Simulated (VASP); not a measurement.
Here is a VASP 6.6.1 calculation.

INCAR

```
SYSTEM = SnSe
PREC = Accurate ; ENCUT = 520
EDIFF = 1E-6 ; ISMEAR = 0
SIGMA = 0.01 ; LREAL = .FALSE.
LASPH = .TRUE. ; NELM = 100
ALGO = Normal ; ISIF = 2
LWAVE = .FALSE. ; LCHARG = .TRUE.
GGA = PE ; LELF = .TRUE.
LVHAR = .TRUE. ; NBANDS = 17
```

The input KPOINTS:

```
Automatic mesh
0
G
  4 4 4
  0 0 0
```

The input POSCAR:

```
SnSe
1.0
    0.0000000000      2.9848894981      2.9848894981
    2.9848894981      0.0000000000      2.9848894981
    2.9848894981      2.9848894981      0.0000000000
Sn Se
1 1
Direct
    0.0000000000      0.0000000000      0.0000000000
    0.5000000000      0.5000000000      0.5000000000
```

Potentials or basis: VASP PAW PBE potentials, release 64 (Sn_d, Se).

Command:

```bash
$ cat potpaw_PBE.64/Sn_d/POTCAR potpaw_PBE.64/Se/POTCAR > POTCAR
$ mpirun -np 1 vasp_std > vasp.out
```

**Question.** What does it give for the band gap on the k mesh?

**Answer.** 0.68 eV, direct.

**Question.** Estimate the pressure.

**Answer.** 0.9 GPa.

Caveat: the k points lie up to 0.46 Å⁻¹ apart; spin-orbit coupling is left out, which moves the levels of the heavy elements. A k mesh can miss the band edges.
